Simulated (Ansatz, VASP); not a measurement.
One calculation of AgO3, two programs

```
Ag O
1.0
     3.62748    0.00000    0.00000
     0.00000    3.62748    0.00000
     0.00000    0.00000    3.62748
Ag O
1 3
Direct
  0.00000 0.00000 0.00000
  0.00000 0.50000 0.50000
  0.50000 0.00000 0.50000
  0.50000 0.50000 0.00000
```

Change from the starting cell: species swapped into the NbIr3 type (Pm-3m, No. 221).

Alike in both runs: task relaxation of cell and atoms; functional PBE; k mesh 6 × 6 × 6; occupations gaussian, width 0.1 eV; collinear spin.

```csv
,VASP,Ansatz
version,VASP 6.6.1,Ansatz 0.2.0
potentials or method,"VASP PAW PBE potentials, release 64 (Ag, O), cutoff 600 eV","scalar-relativistic, plane waves, PAW"
valence electrons in the cell,29,37
```

VASP gave:

| Quantity | Value |
| --- | --- |
| gap on the k mesh at the Fermi level, each at its own relaxed structure (eV) | none |
| net moment per atom (μB) | 0.00 |
| size of the moment on the site where the two differ most (μB) | 0.00 |
| relaxed volume (Å³/atom) | 10.15 |
| relaxed length of the cell vector where the two differ most in proportion (Å) | 3.437 |

Task: Estimate Ansatz's values.

Result: gap on the k mesh at the Fermi level, each at its own relaxed structure (eV): none; net moment per atom (μB): 1.25; size of the moment on the site where the two differ most (μB): 1.50; relaxed volume (Å³/atom): 11.12; relaxed length of the cell vector where the two differ most in proportion (Å): 3.543.

The net moments are unlike, so the other rows may belong to different states. Site moments also hang on the region over which each program counts them. A gap of «none» marks a metal or a gap that the smearing closes. VASP's potentials hold 29 valence electrons a cell and Ansatz's 37, so a difference there can come from the potentials and not from the codes.
